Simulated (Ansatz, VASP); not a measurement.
## KCl: VASP beside Ansatz

POSCAR

```
KCl
1.0
    0.0000000000      3.0574065631      3.3631472195
    3.0574065631      0.0000000000      3.3631472195
    3.0574065631      3.0574065631      0.0000000000
K Cl
1 1
Direct
    0.0000000000      0.0000000000      0.0000000000
    0.5000000000      0.5000000000      0.5000000000
```

INCAR.step1

```
PREC = Accurate ; ENCUT = 520
ISMEAR = 0 ; SIGMA = 0.05
LREAL = F ; LASPH = T
NELM = 100 ; NBANDS = 15
GGA = PE ; ALGO = Normal
EDIFF = 1E-4 ; LWAVE = T
LCHARG = F
```

INCAR.step2

```
PREC = Accurate ; ENCUT = 520
EDIFF = 1E-6 ; ISMEAR = 0
SIGMA = 0.05 ; LREAL = F
LASPH = T ; NELM = 100
ALGO = Normal ; ISIF = 2
LWAVE = F ; LCHARG = F
METAGGA = R2SCAN ; LMIXTAU = T
NBANDS = 15 ; ISTART = 1
```

File KPOINTS:

```
regular mesh
0
Gamma
  8 8 8
```

Input for Ansatz:

```yaml
crystal:
  lattice:
    - [0.0, 3.0574065631, 3.3631472195]
    - [3.0574065631, 0.0, 3.3631472195]
    - [3.0574065631, 3.0574065631, 0.0]
  atoms:
    - { symbol: K, position: [0.0, 0.0, 0.0] }
    - { symbol: Cl, position: [0.5, 0.5, 0.5] }
basis:
  ecutwfc: 500
kpoints:
  mp_grid: { grid: [8, 8, 8] }
hamiltonian:
  xc: r2scan
scf:
  occupations: { method: gaussian, width: 0.05 }
output:
  forces: true
  stress: true
  eigenvalues: true
  write_density: true
  write_potential: true
  elf: true
  volumetric_format: npy
```

Alike in both runs: task single point; functional r2SCAN; k mesh 8 × 8 × 8; occupations gaussian, width 0.05 eV; no spin polarisation.

```csv
,VASP,Ansatz
version,VASP 6.6.1,Ansatz 0.2.0
potentials or method,"VASP PAW PBE potentials, release 64 (K_sv, Cl), cutoff 520 eV","scalar-relativistic, plane waves, PAW"
valence electrons in the cell,16,16
```

```csv
,VASP,Ansatz,Ansatz less VASP
gap on the k mesh at the Fermi level (eV),5.74,5.73,-0.003
least direct gap on the mesh (eV),5.74,5.73,-0.003
pressure (GPa),0.3,0.3,+0.02
"traceless stress, the component that is largest in VASP (GPa)",-2.10,-2.07,+0.029
```

VASP's potentials were made for PBE, not for r2SCAN. The functional is the same, so the differences come from potentials, cutoffs and numerics.
